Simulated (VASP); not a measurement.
The system is TaSiO4.

```xyz
6
Lattice="3.4782 0.0000 0.0000 -1.7391 3.0122 0.0000 0.0000 0.0000 6.3194" Properties=species:S:1:pos:R:3 pbc="T T T"
Ta    0.0000    0.0000    3.1597
Si    0.0000    0.0000    0.0000
O     0.0000    0.0000    5.0848
O     0.0000    0.0000    1.2346
O     0.0000    2.0081    3.1597
O     1.7391    1.0041    3.1597
```

Base run:

```yaml
Program: VASP 6.6.1
Functional: PBE
Potentials_or_basis: VASP PAW PBE potentials, release 64 (Ta_pv, Si, O)
Cutoff: 520 eV
k_mesh: 6 × 6 × 4
Occupations: gaussian, width 0.1 eV
Spin: no spin polarisation
```

Its results: pressure 112.3 GPa; largest force 32.215 eV/Å.

Q: The run is repeated on the same cell with these changes: potentials or basis from VASP PAW PBE potentials, release 64 (Ta_pv, Si, O) to VASP PAW PBE potentials, release 64 (Ta_sv_GW, Si, O); cutoff from 520 eV to 600 eV; further incar settings from ALGO = Normal; EDIFF = 1e-06; NBANDS = 28 to ALGO = Normal; EDIFF = 1e-06; NBANDS = 30; valence electrons from 39 to 41. What comes out?

A: Pressure 111.6 GPa; largest force 32.189 eV/Å.

Caveats: an odd number of electrons without spin polarisation forces a metal; a magnetic or distorted state may lie lower.
